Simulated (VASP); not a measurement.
# InAs (F-43m) in VASP: vibrations by perturbation theory with PBEsol

Aim: the vibrations by perturbation theory of InAs with PBEsol.

Program: VASP 6.6.1. These are calculated values, not measurements. Logs are shortened: lines on timing, memory, paths and dates and some standing lists are left out, and cuts for length are marked.

## 1. The cell of the first run

The structure is cubic, space group F-43m (No. 216). Conventional cell: a = 6.087 Å, b = 6.087 Å, c = 6.087 Å, α = 90.00°, β = 90.00°, γ = 90.00°. Within 3.5 Å of In (site symmetry -43m) lie 4 As at 2.64 Å. As (site symmetry -43m) has 4 In at 2.64 Å within 3.5 Å.

## 2. Vibrations by perturbation theory, PBEsol

File INCAR:

```
  ALGO = Normal
  EDIFF = 1E-8
  ENCUT = 520
  GGA = PS
  IBRION = 8
  ISIF = 2
  ISMEAR = 0
  LASPH = True
  LCHARG = False
  LREAL = False
  LUSENCCL = False
  LWAVE = False
  NBANDS = 16
  NELM = 80
  NSW = 1
  PREC = Accurate
  SIGMA = 0.15
```

File KPOINTS:

```
k-points
0
Gamma
  18 18 18
```

File POSCAR:

```
InAs
1.0
    0.0000000000      3.0437329616      3.0437329616
    3.0437329616      0.0000000000      3.0437329616
    3.0437329616      3.0437329616      0.0000000000
In As
1 1
Direct
    0.0000000000      0.0000000000      0.0000000000
    0.7500000000      0.7500000000      0.7500000000
```

Potentials or basis: VASP PAW PBE potentials, release 64 (In_d, As).

Run with:

```
> cat potpaw_PBE.64/In_d/POTCAR potpaw_PBE.64/As/POTCAR > POTCAR
> mpirun -np 1 vasp_std > vasp.out
```

OUTCAR:

```text
EDIFF = 1E-8
   ENCUT = 520
   GGA = PS
   IBRION = 8
   ISIF = 2
   ISMEAR = 0
   LASPH = True
   LREAL = False
   NELM = 80
   NSW = 1
   PREC = Accurate

 ion  position               nearest neighbor table
   1  0.000  0.000  0.000-   2 2.64   2 2.64   2 2.64   2 2.64
   2  0.750  0.750  0.750-   1 2.64   1 2.64   1 2.64   1 2.64

  LATTYP: Found a face centered cubic cell.
 ALAT       =     6.0874659232

  Lattice vectors:

 A1 = (   0.0000000000,   3.0437329616,   3.0437329616)
 A2 = (   3.0437329616,   0.0000000000,   3.0437329616)
 A3 = (   3.0437329616,   3.0437329616,   0.0000000000)

Analysis of symmetry for initial positions (statically):
=====================================================================
 Subroutine PRICEL returns:
 Original cell was already a primitive cell.

 Routine SETGRP: Setting up the symmetry group for a
 face centered cubic supercell.

 Subroutine GETGRP returns: Found 24 space group operations
 (whereof 24 operations were pure point group operations)
 out of a pool of 48 trial point group operations.

The static configuration has the point symmetry T_d .

Analysis of symmetry for dynamics (positions and initial velocities):
=====================================================================
 Subroutine PRICEL returns:
 Original cell was already a primitive cell.

 Routine SETGRP: Setting up the symmetry group for a
 face centered cubic supercell.

 Subroutine GETGRP returns: Found 24 space group operations
 (whereof 24 operations were pure point group operations)
 out of a pool of 48 trial point group operations.

The dynamic configuration has the point symmetry T_d .

 Subroutine INISYM returns: Found 24 space group operations
 (whereof 24 operations are pure point group operations),
 and found     1 'primitive' translations

----------------------------------------------------------------------------------------

[... 615 lines left out ...]
  external PRESSURE =       0.7238476 kB  Pullay stress =       0.0000000 kB

 VOLUME and BASIS-vectors are now :
 -----------------------------------------------------------------------------
  energy-cutoff  :      520.00
  volume of cell :       56.40
      direct lattice vectors                 reciprocal lattice vectors
     0.000000000  3.043732962  3.043732962    -0.164271967  0.164271967  0.164271967
     3.043732962  0.000000000  3.043732962     0.164271967 -0.164271967  0.164271967
     3.043732962  3.043732962  0.000000000     0.164271967  0.164271967 -0.164271967

 POSITION                                       TOTAL-FORCE (eV/Angst)
 -----------------------------------------------------------------------------------
      0.00000      0.00000      0.00000         0.000000      0.000000      0.000000
      4.56560      4.56560      4.56560        -0.000000     -0.000000     -0.000000
 -----------------------------------------------------------------------------------
    total drift:                                0.000000      0.000000      0.000000

  FREE ENERGIE OF THE ION-ELECTRON SYSTEM (eV)
  ---------------------------------------------------
  free  energy   TOTEN  =        -8.4910236259 eV

  energy  without entropy=       -8.4909329406  energy(sigma->0) =       -8.49097828

[... ionic steps 2 to 3 ...]

--------------------------------------- Ionic step        4  -------------------------------------------

------------------------ aborting loop because EDIFF is reached ----------------------------------------

[... ionic steps 5 to 6 ...]

--------------------------------------- Ionic step        7  -------------------------------------------

 Free energy of the ion-electron system (eV)
  ---------------------------------------------------
  ---------------------------------------------------
  free energy    TOTEN  =        -0.04526129 eV

  energy without entropy =       -0.04526129

------------------------ aborting loop because EDIFF is reached ----------------------------------------

 INTERNAL STRAIN TENSOR  FOR ION    2  DIRECTION 1   (eV/Angst):
 -----------------------------------------------------------------------------
    -0.00187  0.00000  0.00000
     0.00000  0.00162  7.27763
     0.00000  7.27763  0.00162

 INTERNAL STRAIN TENSOR FOR ION    2 for displacements in x,y,z  (eV/Angst):
          X           Y           Z          XY          YZ          ZX
  --------------------------------------------------------------------------------
  x     0.00000     0.00000     0.00000     0.00000     7.27763     0.00000
  y     0.00000     0.00000     0.00000     0.00000     0.00000     7.27763
  z     0.00000     0.00000     0.00000     7.27763     0.00000     0.00000

 SECOND DERIVATIVES (NOT SYMMETRIZED)
 ------------------------------------
               1X          1Y          1Z          2X          2Y          2Z
  1X    -7.311736    0.000000    0.000000    7.311736    0.000000    0.000000
  1Y     0.000000   -7.311736    0.000000    0.000000    7.311736    0.000000
  1Z     0.000000    0.000000   -7.311736    0.000000    0.000000    7.311736
  2X     7.333321    0.000000    0.000000   -7.333321    0.000000    0.000000
  2Y     0.000000    7.333321    0.000000    0.000000   -7.333321    0.000000
  2Z     0.000000    0.000000    7.333321    0.000000    0.000000   -7.333321

 Eigenvectors and eigenvalues of the dynamical matrix
 ----------------------------------------------------

   1 f  =    6.283722 THz    39.481788 2PiTHz  209.602394 cm-1    25.987373 meV
             X         Y         Z           dx          dy          dz
      0.000000  0.000000  0.000000     0.000000    0.627820    0.000000
      4.565599  4.565599  4.565599     0.000000   -0.778358    0.000000
[... 21 lines left out ...]
   6 f/i=    0.004526 THz     0.028436 2PiTHz    0.150963 cm-1     0.018717 meV
             X         Y         Z           dx          dy          dz
      0.000000  0.000000  0.000000     0.000000    0.000000    0.778358
      4.565599  4.565599  4.565599     0.000000    0.000000    0.627820

--------------------------------------------------------------------------------------------------------

 ELASTIC MODULI CONTR FROM IONIC RELAXATION (kBar)
 Direction    XX          YY          ZZ          XY          YZ          ZX
 --------------------------------------------------------------------------------
 XX          -0.0000     -0.0000     -0.0000     -0.0000     -0.0000     -0.0000
 YY          -0.0000     -0.0000     -0.0000     -0.0000     -0.0000     -0.0000
 ZZ          -0.0000     -0.0000     -0.0000     -0.0000     -0.0000     -0.0000
 XY          -0.0000     -0.0000     -0.0000   -202.7618      0.0000      0.0000
 YZ          -0.0000     -0.0000     -0.0000      0.0000   -202.7618      0.0000
 ZX          -0.0000     -0.0000     -0.0000      0.0000      0.0000   -202.7618
 --------------------------------------------------------------------------------
```

OSZICAR:

```text
N       E                     dE             d eps       ncg     rms          rms(c)
DAV:   1     0.113186802641E+03    0.11319E+03   -0.82245E+03  6264   0.119E+03
DAV:   2    -0.111463889922E+01   -0.11430E+03   -0.10935E+03  6816   0.294E+02
DAV:   3    -0.858332290895E+01   -0.74687E+01   -0.74338E+01  8136   0.742E+01
DAV:   4    -0.877322359802E+01   -0.18990E+00   -0.18985E+00  7848   0.132E+01
[... 45 lines left out ...]
RMM:   7    -0.452599464071E-01    0.22512E-05   -0.15752E-07 57477   0.235E-03    0.942E-04
RMM:   8    -0.452606242126E-01   -0.67781E-06   -0.51914E-08 52496   0.102E-03    0.453E-04
RMM:   9    -0.452612182444E-01   -0.59403E-06   -0.91746E-09 54496   0.362E-04    0.958E-05
RMM:  10    -0.452612928169E-01   -0.74572E-07   -0.13196E-09 59018   0.131E-04    0.568E-05
RMM:  11    -0.452612870072E-01    0.58097E-08   -0.29230E-08 55527   0.499E-05    0.111E-05
 Linear response finished
```

Run time: 35 min. Hardware: 1 × NVIDIA H100 80GB with 1 thread of AMD EPYC 7R13 (Zen 3), shared host; peak memory 2.6 GiB.

What came out:

```
Highest phonon frequency at Γ, LO-TO splitting left out : 210 cm⁻¹
```

Phonon frequencies in cm⁻¹ (negative: imaginary):
| q point | frequencies |
| --- | --- |
| (0.000, 0.000, 0.000) | 0 0 0 210 210 210 |

Caveat: the PAW data sets were made with another functional, which shifts forces and pressure a little; spin-orbit coupling is left out, which moves the levels of the heavy elements.
